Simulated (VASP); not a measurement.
# SiC (P6_3mc) in VASP: a series of runs

The runs below take SiC through single point, with PBE.

Program: VASP 6.6.1. These are calculated values, not measurements. Logs are shortened: lines on timing, memory, paths and dates and some standing lists are left out, and cuts for length are marked.

### 1 The cell of the first run

The structure is hexagonal, space group P6_3mc (No. 186). Conventional cell: a = 3.022 Å, b = 3.022 Å, c = 9.859 Å, α = 90.00°, β = 90.00°, γ = 120.00°. Si (site symmetry 3m) has 4 C at 1.85 Å within 2.5 Å. Si (site symmetry 3m) has 4 C at 1.85 Å within 2.5 Å. C (site symmetry 3m) has 4 Si at 1.85 Å within 2.5 Å. Within 2.5 Å of C (site symmetry 3m) lie 4 Si at 1.85 Å.

### 2 Single point, PBE

The input, INCAR:

```
  PREC = Accurate
  ENCUT = 520
  EDIFF = 1E-6
  ISMEAR = 0
  SIGMA = 0.05
  LREAL = False
  LASPH = True
  NELM = 60
  ALGO = Normal
  ISIF = 2
  LWAVE = False
  LCHARG = False
  GGA = PE
  NBANDS = 26
```

The input, KPOINTS:

```
regular mesh
0
Gamma
  12 12 4
```

The input, POSCAR:

```
SiC
1.0
    3.0219000000      0.0000000000      0.0000000000
   -1.5109500000      2.6170421677      0.0000000000
    0.0000000000      0.0000000000      9.8591000000
Si C
4 4
Direct
    0.6666666667      0.3333333333      0.9378436843
    0.3333333333      0.6666666667      0.4378436843
    0.0000000000      0.0000000000      0.6878989045
    0.0000000000      0.0000000000      0.1878989045
    0.6666666667      0.3333333333      0.7498087506
    0.3333333333      0.6666666667      0.2498087506
    0.0000000000      0.0000000000      0.5004476606
    0.0000000000      0.0000000000      0.0004476606
```

Potentials or basis: VASP PAW PBE potentials, release 64 (Si, C).

Started as:

```
> cat potpaw_PBE.64/Si/POTCAR potpaw_PBE.64/C/POTCAR > POTCAR
> mpirun -np 1 vasp_std > vasp.out
```

OUTCAR:

```text
PREC = Accurate
   ENCUT = 520
   EDIFF = 1E-6
   ISMEAR = 0
   LREAL = False
   LASPH = True
   NELM = 60
   ISIF = 2
   GGA = PE

 ion  position               nearest neighbor table
   1  0.667  0.333  0.938-   8 1.85   8 1.85   8 1.85   5 1.85   3 3.02   3 3.02   3 3.02   4 3.02
                             4 3.02   4 3.02
   2  0.333  0.667  0.438-   7 1.85   7 1.85   7 1.85   6 1.85   4 3.02   4 3.02   4 3.02   3 3.02
                             3 3.02   3 3.02
   3  0.000  0.000  0.688-   7 1.85   5 1.85   5 1.85   5 1.85   1 3.02   1 3.02   1 3.02   2 3.02
                             2 3.02   2 3.02
   4  0.000  0.000  0.188-   8 1.85   6 1.85   6 1.85   6 1.85   2 3.02   2 3.02   2 3.02   1 3.02
                             1 3.02   1 3.02
   5  0.667  0.333  0.750-   3 1.85   3 1.85   3 1.85   1 1.85
   6  0.333  0.667  0.250-   4 1.85   4 1.85   4 1.85   2 1.85
   7  0.000  0.000  0.500-   3 1.85   2 1.85   2 1.85   2 1.85
   8  0.000  0.000  0.000-   4 1.85   1 1.85   1 1.85   1 1.85

  LATTYP: Found a hexagonal cell.
 ALAT       =     3.0219000000
 C/A-ratio  =     3.2625500513

  Lattice vectors:

 A1 = (   3.0219000000,   0.0000000000,   0.0000000000)
 A2 = (  -1.5109500000,   2.6170421677,   0.0000000000)
 A3 = (   0.0000000000,   0.0000000000,   9.8591000000)

Analysis of symmetry for initial positions (statically):
=====================================================================
 Subroutine PRICEL returns:
 Original cell was already a primitive cell.

 Routine SETGRP: Setting up the symmetry group for a
 hexagonal supercell.

 Subroutine GETGRP returns: Found 12 space group operations
 (whereof  6 operations were pure point group operations)
 out of a pool of 24 trial point group operations.

The static configuration has the point symmetry C_3v.
 The point group associated with its full space group is C_6v.

Analysis of symmetry for dynamics (positions and initial velocities):
=====================================================================
 Subroutine PRICEL returns:
 Original cell was already a primitive cell.

 Routine SETGRP: Setting up the symmetry group for a
 hexagonal supercell.

 Subroutine GETGRP returns: Found 12 space group operations
 (whereof  6 operations were pure point group operations)
 out of a pool of 24 trial point group operations.

The dynamic configuration has the point symmetry C_3v.
 The point group associated with its full space group is C_6v.

 Subroutine INISYM returns: Found 12 space group operations
 (whereof  6 operations are pure point group operations),
 and found     1 'primitive' translations

----------------------------------------------------------------------------------------

                                     Primitive cell

  volume of cell :      77.9701

  direct lattice vectors                    reciprocal lattice vectors
     3.021900000  0.000000000  0.000000000     0.330917635  0.191055385  0.000000000
    -1.510950000  2.617042168  0.000000000     0.000000000  0.382110771  0.000000000
     0.000000000  0.000000000  9.859100000     0.000000000  0.000000000  0.101429137

  length of vectors
     3.021900000  3.021900000  9.859100000     0.382110771  0.382110771  0.101429137

  position of ions in fractional coordinates (direct lattice)
     0.666666667  0.333333333  0.937843684
     0.333333333  0.666666667  0.437843684
     0.000000000  0.000000000  0.687898905
     0.000000000  0.000000000  0.187898905
     0.666666667  0.333333333  0.749808751
     0.333333333  0.666666667  0.249808751
     0.000000000  0.000000000  0.500447661
     0.000000000  0.000000000  0.000447661

  ion indices of the primitive-cell ions
   primitive index   ion index
                 1           1
                 2           2
                 3           3
                 4           4
                 5           5
                 6           6
                 7           7
                 8           8

----------------------------------------------------------------------------------------

 KPOINTS: regular mesh

Automatic generation of k-mesh.
 Grid dimensions read from file:
 generate k-points for:   12   12    4

 Generating k-lattice:

  Cartesian coordinates                     Fractional coordinates (reciprocal lattice)
     0.027576470  0.015921282  0.000000000     0.083333333 -0.000000000  0.000000000
     0.000000000  0.031842564  0.000000000     0.000000000  0.083333333  0.000000000
     0.000000000  0.000000000  0.025357284     0.000000000  0.000000000  0.250000000

  Length of vectors
     0.031842564  0.031842564  0.025357284

  Shift w.r.t. Gamma in fractional coordinates (k-lattice)
     0.000000000  0.000000000  0.000000000

 Subroutine IBZKPT returns following result:
 ===========================================

 Found     57 irreducible k-points:

 Following reciprocal coordinates:
            Coordinates               Weight
  0.000000  0.000000  0.000000      1.000000
  0.083333  0.000000  0.000000      6.000000
  0.166667  0.000000  0.000000      6.000000
  0.250000  0.000000  0.000000      6.000000
  0.333333  0.000000  0.000000      6.000000
  0.416667  0.000000  0.000000      6.000000
[... 16 lines left out ...]
  0.250000  0.000000  0.250000     12.000000
  0.333333  0.000000  0.250000     12.000000
 [... further k-points ...]
   k-points           NKPTS =     57   k-points in BZ     NKDIM =     57   number of bands    NBANDS=     26
   number of dos      NEDOS =    301   number of ions     NIONS =      8
   total plane-waves  NPLWV =  46080
   dimension x,y,z NGX =    24 NGY =   24 NGZ =   80
   dimension x,y,z NGXF=    48 NGYF=   48 NGZF=  160
   ions per type =               4   4
   NGX,Y,Z   is equivalent  to a cutoff of  13.20, 13.20, 13.49 a.u.
   NGXF,Y,Z  is equivalent  to a cutoff of  26.41, 26.41, 26.98 a.u.
 SYSTEM =  unknown system
   PREC   = accura    normal or accurate (medium, high low for compatibility)
   ISTART =      0    job   : 0-new  1-cont  2-samecut
   ICHARG =      2    charge: 1-file 2-atom 10-const
   ISPIN  =      1    spin polarized calculation?
   LNONCOLLINEAR =      F non collinear calculations
   LSORBIT =      F    spin-orbit coupling
   LASPH  =      T    aspherical Exc in radial PAW
   ENCUT  =  520.0 eV  38.22 Ry    6.18 a.u.   5.62  5.62 18.33*2*pi/ulx,y,z
   NELM   =     60;   NELMIN=  2; NELMDL= -5     # of ELM steps
   EDIFF  = 0.1E-05   stopping-criterion for ELM
   LREAL  =      F    real-space projection
   EDIFFG = 0.1E-04   stopping-criterion for IOM
   NSW    =      0    number of steps for IOM
   IBRION =     -1    ionic relax: 0-MD 1-quasi-New 2-CG
   NFREE  =      0    steps in history (QN), initial steepest desc. (CG)
   ISIF   =      2    stress and relaxation
   ISYM   =      2    0-nonsym 1-usesym 2-fastsym
   POTIM  = 0.5000    time-step for ionic-motion
   TEBEG  =    0.0;   TEEND  =   0.0 temperature during run
   PSTRESS=    0.0 pullay stress
   NELECT =      32.0000    total number of electrons
   NUPDOWN=      -1.0000    fix difference up-down
   EMIN   =  10.00;   EMAX   =-10.00  energy-range for DOS
   EFERMI =   0.00;   METHOD = LEGACY
   ISMEAR =     0;   SIGMA  =   0.05  broadening in eV -4-tet -1-fermi 0-gaus
   EFERMI_NEDOS =   21; number of points for ismear=-14 and -15
   IALGO  =     38    algorithm
   IMIX   =      4    mixing-type and parameters
     AMIX     =   0.40;   BMIX     =  1.00
     AMIX_MAG =   1.60;   BMIX_MAG =  1.00
  volume/ion in A,a.u.               =       9.75        65.77
  Fermi-wavevector in a.u.,A,eV,Ry     =   1.216603  2.299046 20.138286  1.480122
  Thomas-Fermi vector in A             =   2.351951
   LORBIT       =      0    0 simple, 1 ext, 2 COOP (PROOUT), +10 PAW based schemes
   GGA     = PE    functional components
   LHFCALC =     F    Hartree Fock is set to
   AEXX    =    0.0000 exact exchange contribution
   IVDW    =     0    specifies the selected vdW correction
   LEPSILON=     F    determine dielectric tensor
   LRPA    =     F    only Hartree local field effects (RPA)
 non-spin polarized calculation
 Gauss-broadening in eV      SIGMA  =   0.05
  energy-cutoff  :      520.00
  volume of cell :       77.97
 maximum number of plane-waves:      2137
 NGX is ok and might be reduce to    24
   NGX = 11   NGY = 11   NGZ = 37

 number of electron      31.9999998 magnetization

 Free energy of the ion-electron system (eV)
  ---------------------------------------------------
  ext. energy  EPLUGINS =         0.00000000
  ---------------------------------------------------
  free energy    TOTEN  =       -59.92568537 eV

  energy without entropy =      -59.92568537  energy(sigma->0) =      -59.92568537

 E-fermi :   9.0978     XC(G=0): -11.6159

 val. band max:        8.8556817621   @ k =   0.0000   0.0000   0.0000
 cond. band min:      11.1050758991   @ k =   0.5000   0.0000   0.0000
 fundamental gap:      2.2493941370
 Fermi energy:         9.0977888392

 k-point     1 :       0.0000    0.0000    0.0000
  band No.  band energies     occupation
      1      -7.0992      2.00000
      2      -5.8588      2.00000
      3      -5.8159      2.00000
      4      -3.2770      2.00000
      5      -0.0830      2.00000
      6       4.3951      2.00000
[... 18 lines left out ...]
     25      16.7242      0.00000
     26      17.2298      0.00000

 k-point     2 :       0.0833    0.0000    0.0000
  band No.  band energies     occupation
      1      -6.9731      2.00000
      2      -5.7368      2.00000
      3      -5.6933      2.00000
      4      -3.1711      2.00000
      5       0.0350      2.00000
      6       4.4368      2.00000
[... 18 lines left out ...]
     25      16.6412      0.00000
[... 608 lines left out ...]
     25      18.1242      0.00000
     26      18.4116      0.00000

 k-point    24 :       0.3333    0.0000    0.2500
  band No.  band energies     occupation
      1      -5.0805      2.00000
      2      -4.4882      2.00000
      3      -3.3837      2.00000
      4      -2.1434      2.00000
      5       1.4177      2.00000
      6       1.9390      2.00000
[... 18 lines left out ...]
     25      17.9174      0.00000
     26      18.4965      0.00000

 [... further k-points ...]

------------------------ aborting loop because EDIFF is reached ----------------------------------------

  FORCE on cell =-STRESS in cart. coord.  units (eV):
  Direction    XX          YY          ZZ          XY          YZ          ZX
  --------------------------------------------------------------------------------------
  -------------------------------------------------------------------------------------
  Total        8.5378643      8.5378643      9.4985359      0.0000000      0.0000000      0.0000000
  in kB      175.4412649    175.4412649    195.1817338      0.0000000      0.0000000      0.0000000
  external PRESSURE =     182.0214212 kB  Pullay stress =       0.0000000 kB

 VOLUME and BASIS-vectors are now :
 -----------------------------------------------------------------------------
  energy-cutoff  :      520.00
  volume of cell :       77.97
      direct lattice vectors                 reciprocal lattice vectors
     3.021900000  0.000000000  0.000000000     0.330917635  0.191055385  0.000000000
    -1.510950000  2.617042168  0.000000000     0.000000000  0.382110771  0.000000000
     0.000000000  0.000000000  9.859100000     0.000000000  0.000000000  0.101429137

 POSITION                                       TOTAL-FORCE (eV/Angst)
 -----------------------------------------------------------------------------------
      1.51095      0.87235      9.24629         0.000000      0.000000      0.020999
     -0.00000      1.74469      4.31674         0.000000      0.000000      0.020999
      0.00000      0.00000      6.78206         0.000000     -0.000000      0.062230
      0.00000      0.00000      1.85251        -0.000000      0.000000      0.062230
      1.51095      0.87235      7.39244        -0.000000      0.000000     -0.037818
     -0.00000      1.74469      2.46289         0.000000     -0.000000     -0.037818
      0.00000      0.00000      4.93396         0.000000      0.000000     -0.045412
      0.00000      0.00000      0.00441        -0.000000     -0.000000     -0.045412
 -----------------------------------------------------------------------------------
    total drift:                               -0.000000     -0.000000      0.000539

  FREE ENERGIE OF THE ION-ELECTRON SYSTEM (eV)
  ---------------------------------------------------
  free  energy   TOTEN  =       -59.9256853668 eV

  energy  without entropy=      -59.9256853668  energy(sigma->0) =      -59.92568537
```

Run time: 62 s. Hardware: 1 thread of AMD EPYC 9R45 (Zen 5), shared host; peak memory 0.21 GiB.

What came out:

```yaml
Free_energy: -59.9257 eV
Pressure: 18.2 GPa
Largest_force: 0.062 eV/Å
Band_gap_on_the_k_mesh: 2.25 eV, indirect (least direct gap 3.37 eV)
```

Forces in eV/Å, atoms in the order of the input:
```
Si   0.000  0.000  0.021
Si   0.000  0.000  0.021
Si   0.000  0.000  0.062
Si   0.000  0.000  0.062
C    0.000  0.000 -0.038
C    0.000  0.000 -0.038
C    0.000  0.000 -0.045
C    0.000  0.000 -0.045
```

Levels at points of the mesh, in eV from the valence-band top:
```tsv
k point	band 14	band 15	band 16	band 17	band 18	band 19
(0.00, 0.00, 0.00)	-0.03	0.00	0.00	5.57	6.15	6.82
(0.50, 0.00, 0.00)	-2.26	-1.60	-1.12	2.25	2.39	4.39
(0.00, 0.00, 0.50)	-0.21	-0.21	-0.21	5.78	5.78	7.29
(0.50, 0.00, 0.50)	-2.57	-1.58	-1.58	2.67	2.67	4.37
```

A k mesh can miss the band edges.

### 3 Single point, PBE

This run uses another cell than the first one, of 9.81 Å³/atom, 1.006 times its volume.

The input, INCAR:

```
ALGO = Normal
EDIFF = 1E-6
ENCUT = 520
GGA = PE
ISIF = 2
ISMEAR = 0
LASPH = T
LCHARG = F
LREAL = F
LWAVE = F
NBANDS = 26
NELM = 60
PREC = Accurate
SIGMA = 0.05
```

The input, KPOINTS:

```
k-points
0
Gamma
  12 12 4
```

Changes to POSCAR since step 2:

```diff
@@ -2,5 +2,5 @@
 1.0
-    3.0219000000      0.0000000000      0.0000000000
-   -1.5109500000      2.6170421677      0.0000000000
-    0.0000000000      0.0000000000      9.8591000000
+    2.8775000000      0.0000000000      0.0000000000
+   -1.4387500000      2.4919880994      0.0000000000
+    0.0000000000      0.0000000000     10.9395000000
 Si C
```

Potentials or basis: VASP PAW PBE potentials, release 64 (Si, C).

Started as:

```
> cat potpaw_PBE.64/Si/POTCAR potpaw_PBE.64/C/POTCAR > POTCAR
> mpirun -np 1 vasp_std > vasp.out
```

It took 68 s on 1 thread of AMD EPYC 9R45 (Zen 5), shared host; peak memory 0.22 GiB.

The run converged. Its results:

| Property | Result |
| --- | --- |
| Free energy | -57.8019 eV |
| Pressure | 23.8 GPa |
| Largest force | 1.049 eV/Å |
| Band gap on the k mesh | 1.23 eV, indirect (least direct gap 2.80 eV) |

Forces on the atoms (eV/Å):
```
Si   0.000  0.000 -0.915
Si   0.000  0.000 -0.915
Si   0.000  0.000 -1.049
Si   0.000  0.000 -1.049
C    0.000  0.000  1.035
C    0.000  0.000  1.035
C    0.000  0.000  0.928
C    0.000  0.000  0.928
```

Stress tensor (GPa, compression positive):
```
 52.34   0.00   0.00
  0.00  52.34   0.00
  0.00   0.00 -33.33
```

Levels at points of the mesh, in eV from the valence-band top:
| k point | band 14 | band 15 | band 16 | band 17 | band 18 | band 19 |
| --- | --- | --- | --- | --- | --- | --- |
| (0.00, 0.00, 0.00) | -0.30 | 0.00 | 0.00 | 2.83 | 7.00 | 7.27 |
| (0.50, 0.00, 0.00) | -2.33 | -2.31 | -1.57 | 1.23 | 2.03 | 4.41 |
| (0.00, 0.00, 0.50) | -0.10 | -0.10 | -0.10 | 4.71 | 4.71 | 7.63 |
| (0.50, 0.00, 0.50) | -2.75 | -1.81 | -1.81 | 2.10 | 2.10 | 3.92 |

Caveat: forces of over 1 eV/Å act on the atoms, so gaps and moduli don't describe the material at rest.

### 4 Single point, PBE

This run uses another cell than the first one, of 9.79 Å³/atom, 1.005 times its volume.

The input, INCAR:

```
ALGO = Normal
EDIFF = 1E-7
ENCUT = 520
GGA = PE
ISIF = 2
ISMEAR = 0
LASPH = True
LCHARG = False
LREAL = False
LWAVE = False
NBANDS = 26
NELM = 80
PREC = Accurate
SIGMA = 0.05
```

KPOINTS is that of step 3.

Changes to POSCAR since step 3:

```diff
@@ -2,5 +2,5 @@
 1.0
-    2.8775000000      0.0000000000      0.0000000000
-   -1.4387500000      2.4919880994      0.0000000000
-    0.0000000000      0.0000000000     10.9395000000
+    2.9497000000      0.0000000000      0.0000000000
+   -1.4748500000      2.5545151336      0.0000000000
+    0.0000000000      0.0000000000     10.3993000000
 Si C
```

Started as:

```
> cat potpaw_PBE.64/Si/POTCAR potpaw_PBE.64/C/POTCAR > POTCAR
> mpirun -np 1 vasp_std > vasp.out
```

Wall time 67 s (1 thread of AMD EPYC 9R45 (Zen 5), shared host); peak memory 0.21 GiB.

Results (log left out):

- Free energy: -59.4106 eV
- Pressure: 18.8 GPa
- Largest force: 0.756 eV/Å
- Band gap on the k mesh: 1.80 eV, indirect (least direct gap 3.16 eV)

Forces on the atoms (eV/Å):
```
Si   0.000  0.000 -0.688
Si   0.000  0.000 -0.688
Si   0.000  0.000 -0.756
Si   0.000  0.000 -0.756
C    0.000  0.000  0.756
C    0.000  0.000  0.756
C    0.000  0.000  0.688
C    0.000  0.000  0.688
```

Stress tensor (GPa, compression positive):
```
 33.84   0.00   0.00
  0.00  33.84   0.00
  0.00   0.00 -11.33
```

Levels at points of the mesh, in eV from the valence-band top:
| k point | band 13 | band 14 | band 15 | band 16 | band 17 | band 18 | band 19 | band 20 |
| --- | --- | --- | --- | --- | --- | --- | --- | --- |
| (0.00, 0.00, 0.00) | -0.43 | -0.43 | 0.00 | 0.00 | 4.98 | 6.61 | 6.95 | 7.44 |
| (0.50, 0.00, 0.00) | -2.36 | -2.36 | -1.98 | -1.36 | 1.80 | 2.42 | 4.53 | 4.63 |
| (0.00, 0.00, 0.50) | -0.15 | -0.15 | -0.15 | -0.15 | 6.39 | 6.39 | 6.82 | 6.82 |
| (0.50, 0.00, 0.50) | -2.83 | -2.83 | -1.70 | -1.70 | 2.55 | 2.55 | 4.14 | 4.14 |

A k mesh can miss the band edges. Expect the measured gap to be larger: semilocal functionals such as PBE lack the derivative discontinuity.

### 5 Overview

```csv
cell,gap on the mesh (eV),pressure (GPa),largest force (eV/Å)
"a = 3.022, b = 3.022, c = 9.859 Å, angles 90.0, 90.0, 120.0°, 8 atoms",2.25,18.2,0.06
"a = 2.877, b = 2.878, c = 10.940 Å, angles 90.0, 90.0, 120.0°, 8 atoms",1.23,23.8,1.05
"a = 2.950, b = 2.950, c = 10.399 Å, angles 90.0, 90.0, 120.0°, 8 atoms",1.80,18.8,0.76
```

Alike in all rows: task single point; level PBE; potentials or basis VASP PAW PBE potentials, release 64 (Si, C); no spin polarisation; k mesh 12 × 12 × 4; cutoff (eV) 520; smearing gaussian 0.05 eV.

Caveats: forces of over 1 eV/Å act on the atoms, so gaps and moduli don't describe the material at rest (some runs).

Absolute energies hang on the potentials; compare differences alone.
